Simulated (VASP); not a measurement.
# ZnS (Pmm2) in VASP: single point with r2SCAN

Aim: the single point of ZnS with r2SCAN.

All numbers are computed with VASP 6.6.1; they aren't measurements. Logs are shortened: lines on timing, memory, paths and dates and some standing lists are left out, and cuts for length are marked.

## Step 1: The cell of the first run

It takes space group Pmm2 (No. 25, orthorhombic). The conventional cell has a = 3.825 Å, b = 3.825 Å, c = 10.669 Å, α = 90.00°, β = 90.00°, γ = 90.00°. Within 3.0 Å of Zn (site symmetry mm2) lie 4 S at 2.26 to 2.34 Å. Within 3.1 Å of Zn (site symmetry mm2) lie 4 S at 2.34 Å. Zn (site symmetry mm2) has 4 S at 2.34 Å within 3.1 Å. Within 3.1 Å of Zn (site symmetry mm2) lie 4 S at 2.34 Å. Within 3.1 Å of S (site symmetry mm2) lie 4 Zn at 2.34 Å. S (site symmetry mm2) has 4 Zn at 2.34 Å within 3.1 Å. Within 3.1 Å of S (site symmetry mm2) lie 4 Zn at 2.34 Å. Within 3.0 Å of S (site symmetry mm2) lie 4 Zn at 2.26 to 2.34 Å.

## Step 2: Single point, r2SCAN (the distance across one plane changed)

Input file POSCAR:

```
ZnS
1.0
   -2.7046500000     -2.7046500000      0.0000000000
    2.7046500000     -2.7046500000      0.0000000000
    0.0000000000      0.0000000000     10.6686000000
Zn S
4 4
Direct
    0.0000000000      0.0000000000      0.9506812047
    0.5000000000      0.5000000000      0.1901362409
    0.0000000000      0.0000000000      0.4436512288
    0.5000000000      0.5000000000      0.6971662167
    0.5000000000      0.0000000000      0.3168937349
    0.0000000000      0.5000000000      0.5704087228
    0.5000000000      0.0000000000      0.8239237107
    0.0000000000      0.5000000000      0.0633787470
```

Input file INCAR.step1:

```
SYSTEM = ZnS
PREC = Accurate
ENCUT = 520
ISMEAR = 0
SIGMA = 0.05
LREAL = .FALSE.
LASPH = .TRUE.
NELM = 100
NBANDS = 46
GGA = PE
ALGO = Normal
EDIFF = 1E-4
LWAVE = .TRUE.
LCHARG = .FALSE.
```

Input file INCAR.step2:

```
SYSTEM = ZnS
PREC = Accurate
ENCUT = 520
EDIFF = 1E-6
ISMEAR = 0
SIGMA = 0.05
LREAL = .FALSE.
LASPH = .TRUE.
NELM = 100
ALGO = Normal
ISIF = 2
LWAVE = .FALSE.
LCHARG = .TRUE.
METAGGA = R2SCAN
LMIXTAU = .TRUE.
LELF = .TRUE.
LVHAR = .TRUE.
NBANDS = 46
ISTART = 1
```

Input file KPOINTS:

```
Automatic mesh
0
G
  6 6 2
  0 0 0
```

Potentials or basis: VASP PAW PBE potentials, release 64 (Zn, S).

Started as:

```
cat potpaw_PBE.64/Zn/POTCAR potpaw_PBE.64/S/POTCAR > POTCAR
cp INCAR.step1 INCAR
mpirun -np 1 vasp_std > vasp.out
cp INCAR.step2 INCAR
mpirun -np 1 vasp_std > vasp.out
```

OUTCAR:

```text
SYSTEM = ZnS
   PREC = Accurate
   ENCUT = 520
   EDIFF = 1E-6
   ISMEAR = 0
   LREAL = .FALSE.
   LASPH = .TRUE.
   NELM = 100
   ISIF = 2
   METAGGA = R2SCAN
   ISTART = 1

 ion  position               nearest neighbor table
   1  0.000  0.000  0.951-   8 2.26   8 2.26   7 2.34   7 2.34
   2  0.500  0.500  0.190-   8 2.34   8 2.34   5 2.34   5 2.34
   3  0.000  0.000  0.444-   5 2.34   5 2.34   6 2.34   6 2.34
   4  0.500  0.500  0.697-   6 2.34   6 2.34   7 2.34   7 2.34
   5  0.500  0.000  0.317-   3 2.34   3 2.34   2 2.34   2 2.34
   6  0.000  0.500  0.570-   4 2.34   4 2.34   3 2.34   3 2.34
   7  0.500  0.000  0.824-   1 2.34   1 2.34   4 2.34   4 2.34
   8  0.000  0.500  0.063-   1 2.26   1 2.26   2 2.34   2 2.34

  LATTYP: Found a simple tetragonal cell.
 ALAT       =     3.8249527115
 C/A-ratio  =     2.7892109536

  Lattice vectors:

 A1 = (  -2.7046500000,  -2.7046500000,   0.0000000000)
 A2 = (   2.7046500000,  -2.7046500000,   0.0000000000)
 A3 = (   0.0000000000,   0.0000000000,  10.6686000000)

Analysis of symmetry for initial positions (statically):
=====================================================================
 Subroutine PRICEL returns:
 Original cell was already a primitive cell.

 Routine SETGRP: Setting up the symmetry group for a
 simple tetragonal supercell.

 Subroutine GETGRP returns: Found  4 space group operations
 (whereof  4 operations were pure point group operations)
 out of a pool of 16 trial point group operations.

The static configuration has the point symmetry C_2v.

Analysis of symmetry for dynamics (positions and initial velocities):
=====================================================================
 Subroutine PRICEL returns:
 Original cell was already a primitive cell.

 Routine SETGRP: Setting up the symmetry group for a
 simple tetragonal supercell.

 Subroutine GETGRP returns: Found  4 space group operations
 (whereof  4 operations were pure point group operations)
 out of a pool of 16 trial point group operations.

The dynamic configuration has the point symmetry C_2v.

 Subroutine INISYM returns: Found  4 space group operations
 (whereof  4 operations are pure point group operations),
 and found     1 'primitive' translations

----------------------------------------------------------------------------------------

                                     Primitive cell

  volume of cell :     156.0844

  direct lattice vectors                    reciprocal lattice vectors
    -2.704650000 -2.704650000  0.000000000    -0.184866803 -0.184866803  0.000000000
     2.704650000 -2.704650000  0.000000000     0.184866803 -0.184866803  0.000000000
     0.000000000  0.000000000 10.668600000     0.000000000  0.000000000  0.093733011

  length of vectors
     3.824952711  3.824952711 10.668600000     0.261441141  0.261441141  0.093733011

  position of ions in fractional coordinates (direct lattice)
     0.000000000  0.000000000  0.950681205
     0.500000000  0.500000000  0.190136241
     0.000000000  0.000000000  0.443651229
     0.500000000  0.500000000  0.697166217
     0.500000000  0.000000000  0.316893735
     0.000000000  0.500000000  0.570408723
     0.500000000  0.000000000  0.823923711
     0.000000000  0.500000000  0.063378747

  ion indices of the primitive-cell ions
   primitive index   ion index
                 1           1
                 2           2
                 3           3
                 4           4
                 5           5
                 6           6
                 7           7
                 8           8

----------------------------------------------------------------------------------------

 KPOINTS: Automatic mesh

Automatic generation of k-mesh.
 Grid dimensions read from file:
 generate k-points for:    6    6    2

 Generating k-lattice:

  Cartesian coordinates                     Fractional coordinates (reciprocal lattice)
    -0.030811134 -0.030811134  0.000000000     0.166666667  0.000000000  0.000000000
     0.030811134 -0.030811134  0.000000000     0.000000000  0.166666667  0.000000000
     0.000000000  0.000000000  0.046866505     0.000000000  0.000000000  0.500000000

  Length of vectors
     0.043573523  0.043573523  0.046866505

  Shift w.r.t. Gamma in fractional coordinates (k-lattice)
     0.000000000  0.000000000  0.000000000

 Subroutine IBZKPT returns following result:
 ===========================================

 Found     32 irreducible k-points:

 Following reciprocal coordinates:
            Coordinates               Weight
  0.000000  0.000000  0.000000      1.000000
  0.166667  0.000000  0.000000      2.000000
  0.000000  0.166667  0.000000      2.000000
  0.333333  0.000000  0.000000      2.000000
  0.000000  0.333333  0.000000      2.000000
  0.500000  0.000000  0.000000      1.000000
[... 16 lines left out ...]
  0.000000  0.500000  0.500000      1.000000
  0.166667  0.166667  0.500000      4.000000
 [... further k-points ...]
   k-points           NKPTS =     32   k-points in BZ     NKDIM =     32   number of bands    NBANDS=     46
   number of dos      NEDOS =    301   number of ions     NIONS =      8
   total plane-waves  NPLWV =  62720
   dimension x,y,z NGX =    28 NGY =   28 NGZ =   80
   dimension x,y,z NGXF=    56 NGYF=   56 NGZF=  160
   ions per type =               4   4
   NGX,Y,Z   is equivalent  to a cutoff of  12.17, 12.17, 12.47 a.u.
   NGXF,Y,Z  is equivalent  to a cutoff of  24.34, 24.34, 24.93 a.u.
 SYSTEM =  ZnS
   PREC   = accura    normal or accurate (medium, high low for compatibility)
   ISTART =      1    job   : 0-new  1-cont  2-samecut
   ICHARG =      0    charge: 1-file 2-atom 10-const
   ISPIN  =      1    spin polarized calculation?
   LNONCOLLINEAR =      F non collinear calculations
   LSORBIT =      F    spin-orbit coupling
   LASPH  =      T    aspherical Exc in radial PAW
   ENCUT  =  520.0 eV  38.22 Ry    6.18 a.u.   7.11  7.11 19.84*2*pi/ulx,y,z
   NELM   =    100;   NELMIN=  2; NELMDL=  0     # of ELM steps
   EDIFF  = 0.1E-05   stopping-criterion for ELM
   LREAL  =      F    real-space projection
   EDIFFG = 0.1E-04   stopping-criterion for IOM
   NSW    =      0    number of steps for IOM
   IBRION =     -1    ionic relax: 0-MD 1-quasi-New 2-CG
   NFREE  =      0    steps in history (QN), initial steepest desc. (CG)
   ISIF   =      2    stress and relaxation
   ISYM   =      2    0-nonsym 1-usesym 2-fastsym
   POTIM  = 0.5000    time-step for ionic-motion
   TEBEG  =    0.0;   TEEND  =   0.0 temperature during run
   PSTRESS=    0.0 pullay stress
   NELECT =      72.0000    total number of electrons
   NUPDOWN=      -1.0000    fix difference up-down
   EMIN   =  10.00;   EMAX   =-10.00  energy-range for DOS
   EFERMI =   0.00;   METHOD = LEGACY
   ISMEAR =     0;   SIGMA  =   0.05  broadening in eV -4-tet -1-fermi 0-gaus
   EFERMI_NEDOS =   21; number of points for ismear=-14 and -15
   IALGO  =     38    algorithm
   IMIX   =      4    mixing-type and parameters
     AMIX     =   0.40;   BMIX     =  1.00
     AMIX_MAG =   1.60;   BMIX_MAG =  1.00
  volume/ion in A,a.u.               =      19.51       131.66
  Fermi-wavevector in a.u.,A,eV,Ry     =   1.264928  2.390367 21.769904  1.600043
  Thomas-Fermi vector in A             =   2.398208
   LORBIT       =      0    0 simple, 1 ext, 2 COOP (PROOUT), +10 PAW based schemes
   METAGGA = R2SCAN    functional components
   LHFCALC =     F    Hartree Fock is set to
   AEXX    =    0.0000 exact exchange contribution
   IVDW    =     0    specifies the selected vdW correction
   LEPSILON=     F    determine dielectric tensor
   LRPA    =     F    only Hartree local field effects (RPA)
 non-spin polarized calculation
 Gauss-broadening in eV      SIGMA  =   0.05
  energy-cutoff  :      520.00
  volume of cell :      156.08
 maximum number of plane-waves:      4222
   NGX = 15   NGY = 15   NGZ = 39

 number of electron      71.9999936 magnetization

 Free energy of the ion-electron system (eV)
  ---------------------------------------------------
  ext. energy  EPLUGINS =         0.00000000
  ---------------------------------------------------
  free energy    TOTEN  =       -75.40604138 eV

  energy without entropy =      -75.40604138  energy(sigma->0) =      -75.40604138

 E-fermi :   2.2390     XC(G=0): -10.3396

 val. band max:        1.9689430107   @ k =   0.0000   0.0000   0.0000
 cond. band min:       4.6501772779   @ k =   0.0000   0.0000   0.0000
 fundamental gap:      2.6812342672
 Fermi energy:         2.2390378498

 k-point     1 :       0.0000    0.0000    0.0000
  band No.  band energies     occupation
      1     -11.8705      2.00000
      2     -11.2941      2.00000
      3     -11.1347      2.00000
      4     -10.4871      2.00000
      5      -4.7715      2.00000
      6      -4.7068      2.00000
[... 38 lines left out ...]
     45       8.8384      0.00000
     46       8.8413      0.00000

 k-point     2 :       0.1667    0.0000    0.0000
  band No.  band energies     occupation
      1     -11.7337      2.00000
      2     -11.2066      2.00000
      3     -11.0497      2.00000
      4     -10.4917      2.00000
      5      -4.7143      2.00000
      6      -4.6927      2.00000
[... 38 lines left out ...]
     45       9.0542      0.00000
     46       9.3427      0.00000

 k-point     3 :       0.0000    0.1667    0.0000
  band No.  band energies     occupation
      1     -11.7299      2.00000
      2     -11.2035      2.00000
      3     -11.0497      2.00000
      4     -10.4903      2.00000
      5      -4.7250      2.00000
      6      -4.6777      2.00000
[... 38 lines left out ...]
     45       9.0307      0.00000
     46       9.3449      0.00000

 k-point     4 :       0.3333    0.0000    0.0000
  band No.  band energies     occupation
      1     -11.3938      2.00000
      2     -11.0127      2.00000
      3     -10.8687      2.00000
      4     -10.5643      2.00000
      5      -4.6650      2.00000
      6      -4.6274      2.00000
[... 920 lines left out ...]
     45       9.5577      0.00000
     46       9.7071      0.00000

 k-point    23 :       0.0000    0.5000    0.5000
  band No.  band energies     occupation
      1     -11.1089      2.00000
      2     -10.8596      2.00000
      3     -10.7763      2.00000
      4     -10.7180      2.00000
      5      -4.5596      2.00000
      6      -4.5577      2.00000
[... 38 lines left out ...]
     45       9.4904      0.00000
     46       9.6237      0.00000

 k-point    24 :       0.1667    0.1667    0.5000
  band No.  band energies     occupation
      1     -11.5466      2.00000
      2     -11.3068      2.00000
      3     -10.7330      2.00000
      4     -10.5809      2.00000
      5      -4.7079      2.00000
      6      -4.6372      2.00000
[... 38 lines left out ...]
     45       9.4867      0.00000
     46       9.5785      0.00000

 [... further k-points ...]
[... 5 lines left out ...]
  --------------------------------------------------------------------------------------
  -------------------------------------------------------------------------------------
  Total        0.2696675      0.2696675      0.5817608     -0.5428163      0.0000000      0.0000000
  in kB        2.7680859      2.7680859      5.9716649     -5.5719079      0.0000000      0.0000000
  external PRESSURE =       3.8359456 kB  Pullay stress =       0.0000000 kB

 VOLUME and BASIS-vectors are now :
 -----------------------------------------------------------------------------
  energy-cutoff  :      520.00
  volume of cell :      156.08
      direct lattice vectors                 reciprocal lattice vectors
    -2.704650000 -2.704650000  0.000000000    -0.184866803 -0.184866803  0.000000000
     2.704650000 -2.704650000  0.000000000     0.184866803 -0.184866803  0.000000000
     0.000000000  0.000000000 10.668600000     0.000000000  0.000000000  0.093733011

 POSITION                                       TOTAL-FORCE (eV/Angst)
 -----------------------------------------------------------------------------------
      0.00000      0.00000     10.14244        -0.000000      0.000000     -0.714319
      0.00000     -2.70465      2.02849        -0.000000     -0.000000      0.126664
      0.00000      0.00000      4.73314         0.000000     -0.000000      0.055608
      0.00000     -2.70465      7.43779        -0.000000     -0.000000      0.051936
     -1.35232     -1.35232      3.38081        -0.000000      0.000000     -0.057558
      1.35232     -1.35232      6.08546         0.000000      0.000000     -0.064063
     -1.35232     -1.35232      8.79011         0.000000     -0.000000     -0.200980
      1.35232     -1.35232      0.67616         0.000000     -0.000000      0.802712
 -----------------------------------------------------------------------------------
    total drift:                                0.000000     -0.000000      0.015572

  FREE ENERGIE OF THE ION-ELECTRON SYSTEM (eV)
  ---------------------------------------------------
  free  energy   TOTEN  =       -75.4060413760 eV

  energy  without entropy=      -75.4060413760  energy(sigma->0) =      -75.40604138
```

It took 10 min on 1 thread of Intel Xeon Platinum 8488C (Sapphire Rapids), shared host; peak memory 0.36 GiB.

What came out:

| Item | Value |
| --- | --- |
| Free energy | -75.4060 eV |
| Pressure | 0.4 GPa |
| Largest force | 0.803 eV/Å |
| Band gap on the k mesh | 2.68 eV |

Forces on the atoms (eV/Å):
```
Zn   0.000  0.000 -0.714
Zn   0.000  0.000  0.127
Zn   0.000  0.000  0.056
Zn   0.000  0.000  0.052
S    0.000  0.000 -0.058
S    0.000  0.000 -0.064
S    0.000  0.000 -0.201
S    0.000  0.000  0.803
```

Stress tensor (GPa, compression positive):
```
 0.28 -0.56  0.00
-0.56  0.28  0.00
 0.00  0.00  0.60
```

Caveat: the cell differs from its parent crystal (the distance across one plane changed); the PAW data sets were made with another functional, which shifts forces and pressure a little.
